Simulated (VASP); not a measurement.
# In (P6/mmm) in VASP: notebook

Runs on In. Level: BLYP. Tasks: single point, relaxation of cell and atoms.

Program: VASP 6.6.1. These are calculated values, not measurements. Logs are shortened: lines on timing, memory, paths and dates and some standing lists are left out, and cuts for length are marked.

### 1 The cell of the first run

It takes space group P6/mmm (No. 191, hexagonal). Conventional cell: a = 5.801 Å, b = 5.801 Å, c = 3.630 Å, α = 90.00°, β = 90.00°, γ = 120.00°. In (site symmetry 6/mmm) has 14 In at 3.63 to 3.81 Å within 4.8 Å. Within 4.4 Å of In (site symmetry -6m2) lie 11 In at 3.35 to 3.81 Å.

This isn't the form of In at room conditions, which is tetragonal.

### 2 Single point, BLYP (35.27 Å³/atom)

File INCAR:

```
AGGAC = 1.0
AGGAX = 1.0
ALDAC = 0.0
ALDAX = 1.0
ALGO = Normal
EDIFF = 1E-6
ENCUT = 520
GGA = B5
ISIF = 2
ISMEAR = -1
LASPH = T
LCHARG = T
LELF = T
LREAL = F
LVHAR = T
LWAVE = F
NBANDS = 26
NELM = 80
PREC = Accurate
SIGMA = 0.1
```

File KPOINTS:

```
k-points
0
Gamma
  8 8 10
```

File POSCAR:

```
In
1.0
    5.8014526506      0.0000000000      0.0000000000
   -2.9007263253      5.0242053743      0.0000000000
    0.0000000000      0.0000000000      3.6297240155
In
3
Direct
    0.0000000000      0.0000000000      0.0000000000
    0.3333333333      0.6666666667      0.5000000000
    0.6666666667      0.3333333333      0.5000000000
```

Potentials or basis: VASP PAW PBE potentials, release 64 (In_d).

Command:

```sh
$ cat potpaw_PBE.64/In_d/POTCAR > POTCAR
$ mpirun -np 1 vasp_std > vasp.out
```

OUTCAR:

```text
EDIFF = 1E-6
   ENCUT = 520
   GGA = B5
   ISIF = 2
   ISMEAR = -1
   LASPH = T
   LREAL = F
   NELM = 80
   PREC = Accurate

 ion  position               nearest neighbor table
   1  0.000  0.000  0.000-   2 3.81   3 3.81   2 3.81   3 3.81   3 3.81   3 3.81   2 3.81   2 3.81
                             3 3.81   3 3.81   2 3.81   2 3.81
   2  0.333  0.667  0.500-   3 3.35   3 3.35   3 3.35   1 3.81   1 3.81   1 3.81   1 3.81   1 3.81
                             1 3.81
   3  0.667  0.333  0.500-   2 3.35   2 3.35   2 3.35   1 3.81   1 3.81   1 3.81   1 3.81   1 3.81
                             1 3.81

  LATTYP: Found a hexagonal cell.
 ALAT       =     5.8014526506
 C/A-ratio  =     0.6256577851

  Lattice vectors:

 A1 = (   5.8014526506,   0.0000000000,   0.0000000000)
 A2 = (  -2.9007263253,   5.0242053743,   0.0000000000)
 A3 = (   0.0000000000,   0.0000000000,   3.6297240155)

Analysis of symmetry for initial positions (statically):
=====================================================================
 Subroutine PRICEL returns:
 Original cell was already a primitive cell.

 Routine SETGRP: Setting up the symmetry group for a
 hexagonal supercell.

 Subroutine GETGRP returns: Found 24 space group operations
 (whereof 24 operations were pure point group operations)
 out of a pool of 24 trial point group operations.

The static configuration has the point symmetry D_6h.

Analysis of symmetry for dynamics (positions and initial velocities):
=====================================================================
 Subroutine PRICEL returns:
 Original cell was already a primitive cell.

 Routine SETGRP: Setting up the symmetry group for a
 hexagonal supercell.

 Subroutine GETGRP returns: Found 24 space group operations
 (whereof 24 operations were pure point group operations)
 out of a pool of 24 trial point group operations.

The dynamic configuration has the point symmetry D_6h.

 Subroutine INISYM returns: Found 24 space group operations
 (whereof 24 operations are pure point group operations),
 and found     1 'primitive' translations

----------------------------------------------------------------------------------------

                                     Primitive cell

  volume of cell :     105.7981

  direct lattice vectors                    reciprocal lattice vectors
     5.801452651  0.000000000  0.000000000     0.172370622  0.099518225  0.000000000
    -2.900726325  5.024205374  0.000000000     0.000000000  0.199036450  0.000000000
     0.000000000  0.000000000  3.629724015     0.000000000  0.000000000  0.275503040

  length of vectors
     5.801452651  5.801452651  3.629724015     0.199036450  0.199036450  0.275503040

  position of ions in fractional coordinates (direct lattice)
     0.000000000  0.000000000  0.000000000
     0.333333333  0.666666667  0.500000000
     0.666666667  0.333333333  0.500000000

  ion indices of the primitive-cell ions
   primitive index   ion index
                 1           1
                 2           2
                 3           3

----------------------------------------------------------------------------------------

 KPOINTS: k-points

Automatic generation of k-mesh.
 Grid dimensions read from file:
 generate k-points for:    8    8   10

 Generating k-lattice:

  Cartesian coordinates                     Fractional coordinates (reciprocal lattice)
     0.021546328  0.012439778  0.000000000     0.125000000 -0.000000000  0.000000000
     0.000000000  0.024879556  0.000000000     0.000000000  0.125000000  0.000000000
     0.000000000  0.000000000  0.027550304     0.000000000  0.000000000  0.100000000

  Length of vectors
     0.024879556  0.024879556  0.027550304

  Shift w.r.t. Gamma in fractional coordinates (k-lattice)
     0.000000000  0.000000000  0.000000000

 Subroutine IBZKPT returns following result:
 ===========================================

 Found     60 irreducible k-points:

 Following reciprocal coordinates:
            Coordinates               Weight
  0.000000  0.000000  0.000000      1.000000
  0.125000  0.000000  0.000000      6.000000
  0.250000  0.000000  0.000000      6.000000
  0.375000  0.000000  0.000000      6.000000
  0.500000  0.000000  0.000000      3.000000
  0.125000  0.125000  0.000000      6.000000
[... 16 lines left out ...]
  0.250000  0.000000  0.200000     12.000000
  0.375000  0.000000  0.200000     12.000000
 [... further k-points ...]
   k-points           NKPTS =     60   k-points in BZ     NKDIM =     60   number of bands    NBANDS=     26
   number of dos      NEDOS =    301   number of ions     NIONS =      3
   total plane-waves  NPLWV =  64512
   dimension x,y,z NGX =    48 NGY =   48 NGZ =   28
   dimension x,y,z NGXF=    96 NGYF=   96 NGZF=   56
   ions per type =               3
   NGX,Y,Z   is equivalent  to a cutoff of  13.75, 13.75, 12.82 a.u.
   NGXF,Y,Z  is equivalent  to a cutoff of  27.51, 27.51, 25.65 a.u.
 SYSTEM =  unknown system
   PREC   = accura    normal or accurate (medium, high low for compatibility)
   ISTART =      0    job   : 0-new  1-cont  2-samecut
   ICHARG =      2    charge: 1-file 2-atom 10-const
   ISPIN  =      1    spin polarized calculation?
   LNONCOLLINEAR =      F non collinear calculations
   LSORBIT =      F    spin-orbit coupling
   LASPH  =      T    aspherical Exc in radial PAW
   ENCUT  =  520.0 eV  38.22 Ry    6.18 a.u.  10.79 10.79  6.75*2*pi/ulx,y,z
   NELM   =     80;   NELMIN=  2; NELMDL= -5     # of ELM steps
   EDIFF  = 0.1E-05   stopping-criterion for ELM
   LREAL  =      F    real-space projection
   EDIFFG = 0.1E-04   stopping-criterion for IOM
   NSW    =      0    number of steps for IOM
   IBRION =     -1    ionic relax: 0-MD 1-quasi-New 2-CG
   NFREE  =      0    steps in history (QN), initial steepest desc. (CG)
   ISIF   =      2    stress and relaxation
   ISYM   =      2    0-nonsym 1-usesym 2-fastsym
   POTIM  = 0.5000    time-step for ionic-motion
   TEBEG  =    0.0;   TEEND  =   0.0 temperature during run
   PSTRESS=    0.0 pullay stress
   NELECT =      39.0000    total number of electrons
   NUPDOWN=      -1.0000    fix difference up-down
   EMIN   =  10.00;   EMAX   =-10.00  energy-range for DOS
   EFERMI =   0.00;   METHOD = LEGACY
   ISMEAR =    -1;   SIGMA  =   0.10  broadening in eV -4-tet -1-fermi 0-gaus
   EFERMI_NEDOS =   21; number of points for ismear=-14 and -15
   IALGO  =     38    algorithm
   IMIX   =      4    mixing-type and parameters
     AMIX     =   0.40;   BMIX     =  1.00
     AMIX_MAG =   1.60;   BMIX_MAG =  1.00
  volume/ion in A,a.u.               =      35.27       237.99
  Fermi-wavevector in a.u.,A,eV,Ry     =   1.173826  2.218210 18.747030  1.377868
  Thomas-Fermi vector in A             =   2.310233
   LORBIT       =      0    0 simple, 1 ext, 2 COOP (PROOUT), +10 PAW based schemes
   GGA     = B5    functional components
   LHFCALC =     F    Hartree Fock is set to
   AEXX    =    0.0000 exact exchange contribution
   IVDW    =     0    specifies the selected vdW correction
   LEPSILON=     F    determine dielectric tensor
   LRPA    =     F    only Hartree local field effects (RPA)
 non-spin polarized calculation
  energy-cutoff  :      520.00
  volume of cell :      105.80
 maximum number of plane-waves:      2868
 NGX is ok and might be reduce to    48
   NGX = 21   NGY = 21   NGZ = 13

 number of electron      38.9999988 magnetization

 Free energy of the ion-electron system (eV)
  ---------------------------------------------------
  ext. energy  EPLUGINS =         0.00000000
  ---------------------------------------------------
  free energy    TOTEN  =        -5.52926002 eV

  energy without entropy =       -5.46120442  energy(sigma->0) =       -5.49523222

 E-fermi :   5.0916     XC(G=0):  -8.3317

 val. band max:        5.0759717506   @ k =   0.2500   0.2500   0.4000
 cond. band min:       5.1395215029   @ k =   0.2500   0.1250   0.3000
 fundamental gap:      0.0635497523
 Fermi energy:         5.0915785576

 k-point     1 :       0.0000    0.0000    0.0000
  band No.  band energies     occupation
      1      -9.5709      2.00000
      2      -9.4616      2.00000
      3      -9.4616      2.00000
      4      -9.4511      2.00000
      5      -9.4470      2.00000
      6      -9.4189      2.00000
[... 18 lines left out ...]
     25      12.7695      0.00000
     26      12.7735      0.00000

 k-point     2 :       0.1250    0.0000    0.0000
  band No.  band energies     occupation
      1      -9.5683      2.00000
      2      -9.4797      2.00000
      3      -9.4718      2.00000
      4      -9.4524      2.00000
      5      -9.4360      2.00000
      6      -9.4266      2.00000
[... 18 lines left out ...]
     25      12.4245      0.00000
     26      12.5316      0.00000

 k-point     3 :       0.2500    0.0000    0.0000
  band No.  band energies     occupation
      1      -9.5617      2.00000
      2      -9.5065      2.00000
      3      -9.4917      2.00000
      4      -9.4566      2.00000
      5      -9.4376      2.00000
      6      -9.4369      2.00000
[... 18 lines left out ...]
     25      11.8700      0.00000
     26      11.9331      0.00000

 k-point     4 :       0.3750    0.0000    0.0000
  band No.  band energies     occupation
      1      -9.5536      2.00000
      2      -9.5294      2.00000
      3      -9.5073      2.00000
      4      -9.4622      2.00000
      5      -9.4454      2.00000
      6      -9.4416      2.00000
[... 18 lines left out ...]
     25      10.6341      0.00000
     26      11.0521      0.00000
[... 496 lines left out ...]
      1      -9.5210      2.00000
      2      -9.4747      2.00000
      3      -9.4733      2.00000
      4      -9.4663      2.00000
      5      -9.4624      2.00000
      6      -9.4155      2.00000
[... 18 lines left out ...]
     25       9.8960      0.00000
     26      11.5822      0.00000

 k-point    23 :       0.2500    0.0000    0.2000
  band No.  band energies     occupation
      1      -9.5235      2.00000
      2      -9.4970      2.00000
      3      -9.4895      2.00000
      4      -9.4645      2.00000
      5      -9.4524      2.00000
      6      -9.4138      2.00000
[... 18 lines left out ...]
     25       9.5530      0.00000
     26      11.1084      0.00000

 k-point    24 :       0.3750    0.0000    0.2000
  band No.  band energies     occupation
      1      -9.5273      2.00000
      2      -9.5124      2.00000
      3      -9.4981      2.00000
      4      -9.4614      2.00000
      5      -9.4435      2.00000
      6      -9.4185      2.00000
[... 18 lines left out ...]
     25       9.8846      0.00000
     26      10.0336      0.00000

 [... further k-points ...]

------------------------ aborting loop because EDIFF is reached ----------------------------------------

  FORCE on cell =-STRESS in cart. coord.  units (eV):
  Direction    XX          YY          ZZ          XY          YZ          ZX
  --------------------------------------------------------------------------------------
  -------------------------------------------------------------------------------------
  Total       -1.1059181     -1.1059181     -1.1736283      0.0000000     -0.0000000      0.0000000
  in kB      -16.7477240    -16.7477240    -17.7731101      0.0000000     -0.0000000      0.0000000
  external PRESSURE =     -17.0895194 kB  Pullay stress =       0.0000000 kB

 VOLUME and BASIS-vectors are now :
 -----------------------------------------------------------------------------
  energy-cutoff  :      520.00
  volume of cell :      105.80
      direct lattice vectors                 reciprocal lattice vectors
     5.801452651  0.000000000  0.000000000     0.172370622  0.099518225  0.000000000
    -2.900726325  5.024205374  0.000000000     0.000000000  0.199036450  0.000000000
     0.000000000  0.000000000  3.629724015     0.000000000  0.000000000  0.275503040

 POSITION                                       TOTAL-FORCE (eV/Angst)
 -----------------------------------------------------------------------------------
      0.00000      0.00000      0.00000        -0.000000      0.000000      0.000000
     -0.00000      3.34947      1.81486        -0.000000      0.000000     -0.000000
      2.90073      1.67474      1.81486         0.000000      0.000000      0.000000
 -----------------------------------------------------------------------------------
    total drift:                                0.000000      0.000000     -0.000000

  FREE ENERGIE OF THE ION-ELECTRON SYSTEM (eV)
  ---------------------------------------------------
  free  energy   TOTEN  =        -5.5292600172 eV

  energy  without entropy=       -5.4612044208  energy(sigma->0) =       -5.49523222
```

It took 3.4 min on 1 thread of Intel Xeon 8259CL, shared host; peak memory 0.32 GiB.

Results:

* Free energy: -5.5293 eV
* Pressure: -1.7 GPa
* Band gap on the k mesh: zero (an odd number of electrons rules out a gap without spin polarisation)

Caveat: the PAW data sets were made with another functional, which shifts forces and pressure a little; spin-orbit coupling is left out, which moves the levels of the heavy elements.

### 3 Single point, BLYP

This run uses another cell than the first one, of 31.49 Å³/atom.

File INCAR:

```
PREC = Accurate
ENCUT = 520
EDIFF = 1E-6
ISMEAR = -1
SIGMA = 0.1
LREAL = F
LASPH = T
NELM = 100
ALGO = Normal
ISIF = 2
LWAVE = F
LCHARG = T
GGA = B5
ALDAX = 1.0
AGGAX = 1.0
AGGAC = 1.0
ALDAC = 0.0
LELF = T
LVHAR = T
NBANDS = 26
```

File KPOINTS:

```
regular mesh
0
Gamma
  9 9 12
```

File POSCAR:

```
In
1.0
    5.5863834766      0.0000000000      0.0000000000
   -2.7931917384      4.8379500060      0.0000000000
    0.0000000000      0.0000000000      3.4951643125
In
3
Direct
    0.0000000000      0.0000000000      0.0000000000
    0.3333333333      0.6666666667      0.5000000000
    0.6666666667      0.3333333333      0.5000000000
```

Potentials or basis: VASP PAW PBE potentials, release 64 (In_d).

Command:

```sh
$ cat potpaw_PBE.64/In_d/POTCAR > POTCAR
$ mpirun -np 1 vasp_std > vasp.out
```

It took 4.6 min on 1 thread of Intel Xeon 8259CL, shared host; peak memory 0.31 GiB.

Results (log left out):

| Quantity | Value |
| --- | --- |
| Free energy | -5.5877 eV |
| Pressure | 0.3 GPa |
| Band gap on the k mesh | zero (an odd number of electrons rules out a gap without spin polarisation) |

Stress tensor (GPa, compression positive):
```
 0.57  0.00  0.00
 0.00  0.57  0.00
 0.00  0.00 -0.39
```

Levels at points of the mesh, in eV from the Fermi level:
```tsv
k point	band 16	band 17	band 18	band 19	band 20	band 21	band 22	band 23
(0.00, 0.00, 0.00)	-8.42	-3.14	-2.86	-0.58	-0.58	-0.42	-0.42	3.90
(0.00, 0.00, 0.50)	-5.74	-4.63	-0.54	0.55	0.93	1.09	1.09	1.41
```

Caveat: the PAW data sets were made with another functional, which shifts forces and pressure a little; spin-orbit coupling is left out, which moves the levels of the heavy elements.

(Continued in part 2 of 2.)
